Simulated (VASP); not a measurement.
# Mo: single point with PBE

The system is Mo.

```xyz
1
Lattice="0.0000 2.0802 2.0802 2.0802 0.0000 2.0802 2.0802 2.0802 0.0000" Properties=species:S:1:pos:R:3 pbc="T T T"
Mo    0.0000    0.0000    0.0000
```

This cell differs from its parent crystal: functional PBE, strained.

| Item | Value |
| --- | --- |
| Program | VASP 6.6.1 |
| Task | single point |
| Functional | PBE |
| Potentials or basis | VASP PAW PBE potentials, release 64 (Mo_sv) |
| Cutoff | 520 eV |
| k mesh | 18 × 18 × 18 |
| Occupations | gaussian, width 0.1 eV |
| Spin | no spin polarisation |
| Dipole correction | no |
| Further INCAR settings | ALGO = Fast; EDIFF = 1e-07; NBANDS = 13 |

| Item | Value |
| --- | --- |
| Pressure | -21.6 GPa |
| Band gap on the k mesh | zero (band 7 reaches 13.45 eV, above the bottom of band 8 at 9.51 eV) |

Levels at points of the mesh, in eV from the Fermi level:
| k point | band 5 | band 6 | band 7 | band 8 | band 9 | band 10 |
| --- | --- | --- | --- | --- | --- | --- |
| (0.00, 0.00, 0.00) | -6.35 | -0.56 | -0.56 | -0.56 | 1.69 | 1.69 |
| (0.50, 0.00, 0.00) | -4.06 | -0.70 | -0.70 | 1.23 | 3.41 | 3.41 |
| (0.50, 0.50, 0.00) | -4.22 | -3.61 | 3.37 | 3.42 | 3.90 | 3.90 |

It took 27 s on 1 thread of Intel(R) Xeon(R) Platinum 8488C (Sapphire Rapids) (shared host), peak memory 0.17 GiB.

Caveat: the cell differs from its parent crystal (functional PBE, strained).
